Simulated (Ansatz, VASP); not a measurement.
One calculation of C, two programs

Contents of INCAR:

```
PREC     = Accurate       # precision mode
ENCUT    = 520            # plane-wave cutoff, eV
EDIFF    = 1E-6           # SCF threshold, eV
ISMEAR   = -1             # smearing method
SIGMA    = 0.05           # smearing width, eV
LREAL    = False          # projectors in reciprocal space
LASPH    = True           # aspherical terms in the spheres
NELM     = 100            # most SCF steps
ALGO     = Normal         # electronic algorithm
ISIF     = 2              # what is computed and relaxed
LWAVE    = False          # write WAVECAR
LCHARG   = False          # write CHGCAR
GGA      = RE             # functional
IVDW     = 12             # dispersion correction
NBANDS   = 26             # bands
```

KPOINTS

```
regular mesh
0
Gamma
  12 12 4
```

Contents of POSCAR:

```
C
1.0
    2.5388031358      0.0000000000      0.0000000000
   -1.2694015679      2.1986680108      0.0000000000
    0.0000000000      0.0000000000      8.2916519209
C
8
Direct
    0.6666666667      0.3333333333      0.8437500000
    0.3333333333      0.6666666667      0.3437500000
    0.6666666667      0.3333333333      0.6562500000
    0.3333333333      0.6666666667      0.1562500000
    0.0000000000      0.0000000000      0.9062500000
    0.0000000000      0.0000000000      0.4062500000
    0.0000000000      0.0000000000      0.5937500000
    0.0000000000      0.0000000000      0.0937500000
```

The input input.yaml:

```yaml
crystal:
  lattice:
    - [2.5388031358, 0.0, 0.0]
    - [-1.2694015679, 2.1986680108, 0.0]
    - [0.0, 0.0, 8.2916519209]
  atoms:
    - { symbol: C, position: [0.6666666667, 0.3333333333, 0.84375] }
    - { symbol: C, position: [0.3333333333, 0.6666666667, 0.34375] }
    - { symbol: C, position: [0.6666666667, 0.3333333333, 0.65625] }
    - { symbol: C, position: [0.3333333333, 0.6666666667, 0.15625] }
    - { symbol: C, position: [0.0, 0.0, 0.90625] }
    - { symbol: C, position: [0.0, 0.0, 0.40625] }
    - { symbol: C, position: [0.0, 0.0, 0.59375] }
    - { symbol: C, position: [0.0, 0.0, 0.09375] }
hamiltonian:
  xc: revpbe
  pseudopotentials: { kind: paw }
  dispersion: d3bj
kpoints:
  mp_grid: { grid: [12, 12, 4] }
scf:
  occupations: { method: fermi_dirac, width: 0.05 }
output:
  forces: true
  stress: true
  eigenvalues: true
```

Alike in both runs: task single point; functional revPBE; dispersion D3(BJ); k mesh 12 × 12 × 4; occupations fermi-dirac, width 0.05 eV; no spin polarisation.

```csv
,VASP,Ansatz
version,VASP 6.6.1,Ansatz 0.2.0
potentials or method,"VASP PAW PBE potentials, release 64 (C)",Ansatz PAW
plane-wave cutoff (eV),520,420
valence electrons in the cell,32,32
```

Ansatz gave:

- gap on the k mesh at the Fermi level (eV): 4.37
- least direct gap on the mesh (eV): 5.15
- pressure (GPa): -12.3
- traceless stress, the component that is largest in VASP (GPa): 7.76
- rms of the force components (eV/Å): 0.179

Question: Which values does VASP return?

Answer: gap on the k mesh at the Fermi level (eV): 4.36; least direct gap on the mesh (eV): 5.14; pressure (GPa): -11.8; traceless stress, the component that is largest in VASP (GPa): 7.76; rms of the force components (eV/Å): 0.179.

VASP's potentials were made for PBE, not for revPBE. Atom by atom the forces differ by 0.001 eV/Å (rms over components).
